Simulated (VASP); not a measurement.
# TiSi2 (Cmcm) in VASP: settings compared

Aim: see how the results for TiSi2 move with the level of theory and the settings. Levels: PBE, LDA. Tasks: single point.

All numbers are computed with VASP 6.6.1; they aren't measurements. Logs are shortened: lines on timing, memory, paths and dates and some standing lists are left out, and cuts for length are marked.

### Step 1. The cell of the first run

The structure is orthorhombic, space group Cmcm (No. 63). Conventional cell: a = 3.530 Å, b = 13.519 Å, c = 3.565 Å, α = 90.00°, β = 90.00°, γ = 90.00°. Ti (site symmetry m2m) has 10 Si at 2.58 to 2.81 Å and 6 Ti at 3.31 to 3.57 Å within 3.6 Å. Within 3.2 Å of Si (site symmetry m2m) lie 6 Si at 2.38 to 3.15 Å and 6 Ti at 2.58 to 2.81 Å. Within 3.3 Å of Si (site symmetry m2m) lie 8 Si at 2.51 to 3.15 Å and 4 Ti at 2.66 to 2.67 Å.

### Step 2. Single point, PBE

INCAR

```
ALGO     = Normal         # electronic algorithm
EDIFF    = 1E-6           # SCF threshold, eV
ENCUT    = 520            # plane-wave cutoff, eV
GGA      = PE             # functional
ISIF     = 2              # what is computed and relaxed
ISMEAR   = -1             # smearing method
LASPH    = T              # aspherical terms in the spheres
LCHARG   = F              # write CHGCAR
LREAL    = F              # projectors in reciprocal space
LWAVE    = F              # write WAVECAR
NBANDS   = 29             # bands
NELM     = 100            # most SCF steps
PREC     = Accurate       # precision mode
SIGMA    = 0.1            # smearing width, eV
```

KPOINTS

```
k-points
0
Gamma
  7 7 6
```

POSCAR

```
TiSi2
1.0
    1.7651050000     -6.7592820000      0.0000000000
    1.7651050000      6.7592820000      0.0000000000
    0.0000000000      0.0000000000      3.5651740000
Ti Si
2 4
Direct
    0.8968820000      0.1031180000      0.7500000000
    0.1031180000      0.8968820000      0.2500000000
    0.5582510000      0.4417490000      0.7500000000
    0.4417490000      0.5582510000      0.2500000000
    0.2496850000      0.7503150000      0.7500000000
    0.7503150000      0.2496850000      0.2500000000
```

Potentials or basis: VASP PAW PBE potentials, release 64 (Ti_sv, Si).

On the command line:

```
cat potpaw_PBE.64/Ti_sv/POTCAR potpaw_PBE.64/Si/POTCAR > POTCAR
mpirun -np 1 vasp_std > vasp.out
```

OUTCAR:

```text
EDIFF = 1E-6
   ENCUT = 520
   GGA = PE
   ISIF = 2
   ISMEAR = -1
   LASPH = T
   LREAL = F
   NELM = 100
   PREC = Accurate

 ion  position               nearest neighbor table
   1  0.897  0.103  0.750-   4 2.58   4 2.58   4 2.58   4 2.58   5 2.66   5 2.66   6 2.67   6 2.67
                             3 2.81   3 2.81
   2  0.103  0.897  0.250-   3 2.58   3 2.58   3 2.58   3 2.58   6 2.66   6 2.66   5 2.67   5 2.67
                             4 2.81   4 2.81
   3  0.558  0.442  0.750-   4 2.38   4 2.38   2 2.58   2 2.58   2 2.58   2 2.58   1 2.81   1 2.81
                             5 3.13   5 3.13
   4  0.442  0.558  0.250-   3 2.38   3 2.38   1 2.58   1 2.58   1 2.58   1 2.58   2 2.81   2 2.81
                             6 3.13   6 3.13
   5  0.250  0.750  0.750-   6 2.51   6 2.51   6 2.51   6 2.51   1 2.66   1 2.66   2 2.67   2 2.67
                             3 3.13   3 3.13
   6  0.750  0.250  0.250-   5 2.51   5 2.51   5 2.51   5 2.51   2 2.66   2 2.66   1 2.67   1 2.67
                             4 3.13   4 3.13

  LATTYP: Found a base centered orthorhombic cell.
 ALAT       =     3.5302100000
 B/A-ratio  =     3.8293937188
 C/A-ratio  =     1.0099042267

  Lattice vectors:

 A1 = (   1.7651050000,  -6.7592820000,   0.0000000000)
 A2 = (   1.7651050000,   6.7592820000,   0.0000000000)
 A3 = (   0.0000000000,   0.0000000000,   3.5651740000)

Analysis of symmetry for initial positions (statically):
=====================================================================
 Subroutine PRICEL returns:
 Original cell was already a primitive cell.

 Routine SETGRP: Setting up the symmetry group for a
 base centered orthorhombic supercell.

 Subroutine GETGRP returns: Found  8 space group operations
 (whereof  4 operations were pure point group operations)
 out of a pool of  8 trial point group operations.

The static configuration has the point symmetry C_2h.
 The point group associated with its full space group is D_2h.

Analysis of symmetry for dynamics (positions and initial velocities):
=====================================================================
 Subroutine PRICEL returns:
 Original cell was already a primitive cell.

 Routine SETGRP: Setting up the symmetry group for a
 base centered orthorhombic supercell.

 Subroutine GETGRP returns: Found  8 space group operations
 (whereof  4 operations were pure point group operations)
 out of a pool of  8 trial point group operations.

The dynamic configuration has the point symmetry C_2h.
 The point group associated with its full space group is D_2h.

 Subroutine INISYM returns: Found  8 space group operations
 (whereof  4 operations are pure point group operations),
 and found     1 'primitive' translations

----------------------------------------------------------------------------------------

                                     Primitive cell

  volume of cell :      85.0711

  direct lattice vectors                    reciprocal lattice vectors
     1.765105000 -6.759282000  0.000000000     0.283269267 -0.073972354  0.000000000
     1.765105000  6.759282000  0.000000000     0.283269267  0.073972354  0.000000000
     0.000000000  0.000000000  3.565174000     0.000000000  0.000000000  0.280491219

  length of vectors
     6.985949385  6.985949385  3.565174000     0.292768487  0.292768487  0.280491219

  position of ions in fractional coordinates (direct lattice)
     0.896882000  0.103118000  0.750000000
     0.103118000  0.896882000  0.250000000
     0.558251000  0.441749000  0.750000000
     0.441749000  0.558251000  0.250000000
     0.249685000  0.750315000  0.750000000
     0.750315000  0.249685000  0.250000000

  ion indices of the primitive-cell ions
   primitive index   ion index
                 1           1
                 2           2
                 3           3
                 4           4
                 5           5
                 6           6

----------------------------------------------------------------------------------------

 KPOINTS: k-points

Automatic generation of k-mesh.
 Grid dimensions read from file:
 generate k-points for:    7    7    6

 Generating k-lattice:

  Cartesian coordinates                     Fractional coordinates (reciprocal lattice)
     0.040467038 -0.010567479  0.000000000     0.142857143  0.000000000  0.000000000
     0.040467038  0.010567479  0.000000000     0.000000000  0.142857143  0.000000000
     0.000000000  0.000000000  0.046748536     0.000000000  0.000000000  0.166666667

  Length of vectors
     0.041824070  0.041824070  0.046748536

  Shift w.r.t. Gamma in fractional coordinates (k-lattice)
     0.000000000  0.000000000  0.000000000

 Subroutine IBZKPT returns following result:
 ===========================================

 Found     64 irreducible k-points:

 Following reciprocal coordinates:
            Coordinates               Weight
  0.000000  0.000000  0.000000      1.000000
  0.142857  0.000000  0.000000      4.000000
  0.285714  0.000000  0.000000      4.000000
  0.428571  0.000000  0.000000      4.000000
  0.142857  0.142857  0.000000      2.000000
  0.285714  0.142857  0.000000      4.000000
[... 16 lines left out ...]
  0.428571  0.142857  0.166667      8.000000
 -0.428571  0.142857  0.166667      8.000000
 [... further k-points ...]
   k-points           NKPTS =     64   k-points in BZ     NKDIM =     64   number of bands    NBANDS=     29
   number of dos      NEDOS =    301   number of ions     NIONS =      6
   total plane-waves  NPLWV =  81648
   dimension x,y,z NGX =    54 NGY =   54 NGZ =   28
   dimension x,y,z NGXF=   108 NGYF=  108 NGZF=   56
   ions per type =               2   4
   NGX,Y,Z   is equivalent  to a cutoff of  12.85, 12.85, 13.06 a.u.
   NGXF,Y,Z  is equivalent  to a cutoff of  25.70, 25.70, 26.11 a.u.
 SYSTEM =  unknown system
   PREC   = accura    normal or accurate (medium, high low for compatibility)
   ISTART =      0    job   : 0-new  1-cont  2-samecut
   ICHARG =      2    charge: 1-file 2-atom 10-const
   ISPIN  =      1    spin polarized calculation?
   LNONCOLLINEAR =      F non collinear calculations
   LSORBIT =      F    spin-orbit coupling
   LASPH  =      T    aspherical Exc in radial PAW
   ENCUT  =  520.0 eV  38.22 Ry    6.18 a.u.  12.99 12.99  6.63*2*pi/ulx,y,z
   NELM   =    100;   NELMIN=  2; NELMDL= -5     # of ELM steps
   EDIFF  = 0.1E-05   stopping-criterion for ELM
   LREAL  =      F    real-space projection
   EDIFFG = 0.1E-04   stopping-criterion for IOM
   NSW    =      0    number of steps for IOM
   IBRION =     -1    ionic relax: 0-MD 1-quasi-New 2-CG
   NFREE  =      0    steps in history (QN), initial steepest desc. (CG)
   ISIF   =      2    stress and relaxation
   ISYM   =      2    0-nonsym 1-usesym 2-fastsym
   POTIM  = 0.5000    time-step for ionic-motion
   TEBEG  =    0.0;   TEEND  =   0.0 temperature during run
   PSTRESS=    0.0 pullay stress
   NELECT =      40.0000    total number of electrons
   NUPDOWN=      -1.0000    fix difference up-down
   EMIN   =  10.00;   EMAX   =-10.00  energy-range for DOS
   EFERMI =   0.00;   METHOD = LEGACY
   ISMEAR =    -1;   SIGMA  =   0.10  broadening in eV -4-tet -1-fermi 0-gaus
   EFERMI_NEDOS =   21; number of points for ismear=-14 and -15
   IALGO  =     38    algorithm
   IMIX   =      4    mixing-type and parameters
     AMIX     =   0.40;   BMIX     =  1.00
     AMIX_MAG =   1.60;   BMIX_MAG =  1.00
  volume/ion in A,a.u.               =      14.18        95.68
  Fermi-wavevector in a.u.,A,eV,Ry     =   1.273017  2.405653 22.049226  1.620572
  Thomas-Fermi vector in A             =   2.405864
   LORBIT       =      0    0 simple, 1 ext, 2 COOP (PROOUT), +10 PAW based schemes
   GGA     = PE    functional components
   LHFCALC =     F    Hartree Fock is set to
   AEXX    =    0.0000 exact exchange contribution
   IVDW    =     0    specifies the selected vdW correction
   LEPSILON=     F    determine dielectric tensor
   LRPA    =     F    only Hartree local field effects (RPA)
 non-spin polarized calculation
  energy-cutoff  :      520.00
  volume of cell :       85.07
 maximum number of plane-waves:      2315
 NGX is ok and might be reduce to    54
   NGX = 25   NGY = 25   NGZ = 13

 number of electron      40.0000005 magnetization

 Free energy of the ion-electron system (eV)
  ---------------------------------------------------
  ext. energy  EPLUGINS =         0.00000000
  ---------------------------------------------------
  free energy    TOTEN  =       -40.76731680 eV

  energy without entropy =      -40.71270305  energy(sigma->0) =      -40.74000992

 E-fermi :  10.5544     XC(G=0): -11.6409

 val. band max:       10.5120078060   @ k =   0.4286   0.4286   0.0000
 cond. band min:      10.5563449675   @ k =  -0.2857   0.1429   0.1667
 fundamental gap:      0.0443371615
 Fermi energy:        10.5543530711

 k-point     1 :       0.0000    0.0000    0.0000
  band No.  band energies     occupation
      1     -46.2707      2.00000
      2     -46.2614      2.00000
      3     -22.6237      2.00000
      4     -22.5861      2.00000
      5     -22.5732      2.00000
      6     -22.5721      2.00000
[... 21 lines left out ...]
     28      13.4836      0.00000
     29      13.6783      0.00000

 k-point     2 :       0.1429    0.0000    0.0000
  band No.  band energies     occupation
      1     -46.2698      2.00000
      2     -46.2606      2.00000
      3     -22.6212      2.00000
      4     -22.6004      2.00000
      5     -22.5862      2.00000
      6     -22.5707      2.00000
[... 21 lines left out ...]
     28      13.6121      0.00000
     29      13.6753      0.00000

 k-point     3 :       0.2857    0.0000    0.0000
  band No.  band energies     occupation
      1     -46.2680      2.00000
      2     -46.2589      2.00000
      3     -22.6328      2.00000
      4     -22.6161      2.00000
      5     -22.6144      2.00000
      6     -22.5676      2.00000
[... 21 lines left out ...]
     28      13.5225      0.00000
     29      14.7565      0.00000

 k-point     4 :       0.4286    0.0000    0.0000
  band No.  band energies     occupation
      1     -46.2664      2.00000
      2     -46.2575      2.00000
      3     -22.6583      2.00000
      4     -22.6386      2.00000
      5     -22.6105      2.00000
      6     -22.5651      2.00000
[... 21 lines left out ...]
     28      13.6010      0.00000
     29      13.9111      0.00000

 k-point     5 :       0.1429    0.1429    0.0000
  band No.  band energies     occupation
      1     -46.2680      2.00000
      2     -46.2588      2.00000
      3     -22.6327      2.00000
      4     -22.6159      2.00000
      5     -22.6154      2.00000
      6     -22.5677      2.00000
[... 21 lines left out ...]
     28      13.6508      0.00000
     29      14.6981      0.00000
[... 510 lines left out ...]
     28      14.0428      0.00000
     29      14.3338      0.00000

 k-point    22 :       0.2857    0.1429    0.1667
  band No.  band energies     occupation
      1     -46.2650      2.00000
      2     -46.2572      2.00000
      3     -22.6545      2.00000
      4     -22.6375      2.00000
      5     -22.6080      2.00000
      6     -22.5829      2.00000
[... 21 lines left out ...]
     28      13.9301      0.00000
     29      14.5622      0.00000

 k-point    23 :       0.4286    0.1429    0.1667
  band No.  band energies     occupation
      1     -46.2650      2.00000
      2     -46.2572      2.00000
      3     -22.6546      2.00000
      4     -22.6375      2.00000
      5     -22.6073      2.00000
      6     -22.5831      2.00000
[... 21 lines left out ...]
     28      13.7448      0.00000
     29      14.1242      0.00000

 k-point    24 :      -0.4286    0.1429    0.1667
  band No.  band energies     occupation
      1     -46.2664      2.00000
      2     -46.2586      2.00000
      3     -22.6299      2.00000
      4     -22.6145      2.00000
      5     -22.6106      2.00000
      6     -22.5858      2.00000
[... 21 lines left out ...]
     28      13.8826      0.00000
     29      14.2112      0.00000

 [... further k-points ...]

------------------------ aborting loop because EDIFF is reached ----------------------------------------

  FORCE on cell =-STRESS in cart. coord.  units (eV):
  Direction    XX          YY          ZZ          XY          YZ          ZX
  --------------------------------------------------------------------------------------
  -------------------------------------------------------------------------------------
  Total        1.0445908      0.8733540      1.0716654      0.0000000     -0.0000000      0.0000000
  in kB       19.6731963     16.4482261     20.1831046      0.0000000     -0.0000000      0.0000000
  external PRESSURE =      18.7681756 kB  Pullay stress =       0.0000000 kB

 VOLUME and BASIS-vectors are now :
 -----------------------------------------------------------------------------
  energy-cutoff  :      520.00
  volume of cell :       85.07
      direct lattice vectors                 reciprocal lattice vectors
     1.765105000 -6.759282000  0.000000000     0.283269267 -0.073972354  0.000000000
     1.765105000  6.759282000  0.000000000     0.283269267  0.073972354  0.000000000
     0.000000000  0.000000000  3.565174000     0.000000000  0.000000000  0.280491219

 POSITION                                       TOTAL-FORCE (eV/Angst)
 -----------------------------------------------------------------------------------
      1.76510     -5.36527      2.67388         0.000000     -0.011745     -0.000000
      1.76510      5.36527      0.89129         0.000000      0.011745      0.000000
      1.76510     -0.78747      2.67388         0.000000     -0.180808      0.000000
      1.76510      0.78747      0.89129         0.000000      0.180808      0.000000
      1.76510      3.38390      2.67388         0.000000      0.028089      0.000000
      1.76510     -3.38390      0.89129         0.000000     -0.028089      0.000000
 -----------------------------------------------------------------------------------
    total drift:                                0.000000     -0.000000     -0.000000

  FREE ENERGIE OF THE ION-ELECTRON SYSTEM (eV)
  ---------------------------------------------------
  free  energy   TOTEN  =       -40.7673167978 eV

  energy  without entropy=      -40.7127030496  energy(sigma->0) =      -40.74000992
```

Run time: 2.8 min. Hardware: 1 thread of AMD EPYC 9R45 (Zen 5), shared host; peak memory 0.31 GiB.

What came out:

* Free energy: -40.7673 eV
* Pressure: 1.9 GPa
* Largest force: 0.181 eV/Å
* Band gap on the k mesh: zero (bands 20 and 21 overlap by 0.87 eV)

Forces on the atoms (eV/Å):
```
Ti   0.000 -0.012  0.000
Ti   0.000  0.012  0.000
Si   0.000 -0.181  0.000
Si   0.000  0.181  0.000
Si   0.000  0.028  0.000
Si   0.000 -0.028  0.000
```

Stress tensor (GPa, compression positive):
```
1.97 0.00 0.00
0.00 1.64 0.00
0.00 0.00 2.02
```

### Step 3. Single point, LDA

INCAR

```
SYSTEM = TiSi2
PREC = Accurate ; ENCUT = 520
EDIFF = 1E-7 ; ISMEAR = -1
SIGMA = 0.1 ; LREAL = .False.
LASPH = .True. ; NELM = 80
ALGO = Normal ; ISIF = 2
LWAVE = .False. ; LCHARG = .False.
NBANDS = 29
```

KPOINTS

```
regular mesh
0
Gamma
  7 7 6
  0 0 0
```

POSCAR is that of step 2.

Potentials or basis: VASP PAW LDA potentials, release 64 (Ti_sv, Si).

On the command line:

```
cat potpaw_LDA.64/Ti_sv/POTCAR potpaw_LDA.64/Si/POTCAR > POTCAR
mpirun -np 1 vasp_std > vasp.out
```

It took 2.9 min on 1 thread of AMD EPYC 9R45 (Zen 5), shared host; peak memory 0.27 GiB.

The run converged. Its results:

```
Free energy            : -44.9786 eV
Pressure               : -5.2 GPa
Largest force          : 0.106 eV/Å
Band gap on the k mesh : zero (bands 20 and 21 overlap by 0.87 eV)
```

Forces on the atoms (eV/Å):
```
Ti   0.000  0.035  0.000
Ti   0.000 -0.035  0.000
Si   0.000 -0.106  0.000
Si   0.000  0.106  0.000
Si   0.000  0.024  0.000
Si   0.000 -0.024  0.000
```

Stress tensor (GPa, compression positive):
```
-5.31  0.00  0.00
 0.00 -4.98  0.00
 0.00  0.00 -5.19
```

Levels at points of the mesh, in eV from the Fermi level:
| k point | band 17 | band 18 | band 19 | band 20 | band 21 | band 22 | band 23 | band 24 |
| --- | --- | --- | --- | --- | --- | --- | --- | --- |
| (0.00, 0.00, 0.00) | -2.15 | -2.05 | -2.05 | 0.47 | 0.70 | 0.82 | 0.88 | 1.39 |
| (0.00, 0.00, 0.50) | -1.63 | -1.63 | -0.04 | -0.04 | 0.84 | 0.84 | 1.50 | 1.50 |

Caveat: the cell stands under tension.

The gap in the log of VASP goes by the Fermi energy; the results here count the filled bands.